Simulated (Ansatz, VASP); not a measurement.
## HPt4: VASP beside Ansatz

```xyz
5
Lattice="2.8072 0.0000 0.0000 0.0000 3.9699 0.0000 0.0000 0.0000 21.1554" Properties=species:S:1:pos:R:3 pbc="T T T"
Pt    1.4036    1.9850    4.0000
Pt    0.0000    0.0000    5.4036
Pt    1.4036    1.9850    6.9154
Pt    0.0000    0.0000    8.1554
H     0.0000    0.0000   10.8854
```

Alike in both runs: task single point; functional PBE; k mesh 9 × 7 × 1; occupations gaussian, width 0.1 eV; collinear spin.

|  | VASP | Ansatz |
| --- | --- | --- |
| version | VASP 6.6.1 | Ansatz 0.2.0 |
| potentials or method | VASP PAW PBE potentials, release 64 (Pt, H), cutoff 520 eV | scalar-relativistic, plane waves, PAW |
| valence electrons in the cell | 41 | 73 |

Ansatz gave:

```
gap on the k mesh at the Fermi level (eV)                     : none
rms of the force components (eV/Å)                            : 0.448
net moment per atom (μB)                                      : 0.05
size of the moment on the site where the two differ most (μB) : 0.62
```

Question: What did VASP give for the same quantities?

Answer: gap on the k mesh at the Fermi level (eV): none; rms of the force components (eV/Å): 0.445; net moment per atom (μB): 0.04; size of the moment on the site where the two differ most (μB): 0.29.

Site moments also hang on the region over which each program counts them. Atom by atom the forces differ by 0.010 eV/Å (rms over components). A gap of «none» marks a metal or a gap that the smearing closes. The functional is the same, so the differences come from potentials, cutoffs and numerics. VASP's potentials hold 41 valence electrons a cell and Ansatz's 73, so a difference there can come from the potentials and not from the codes.

Spin-orbit coupling is off throughout.
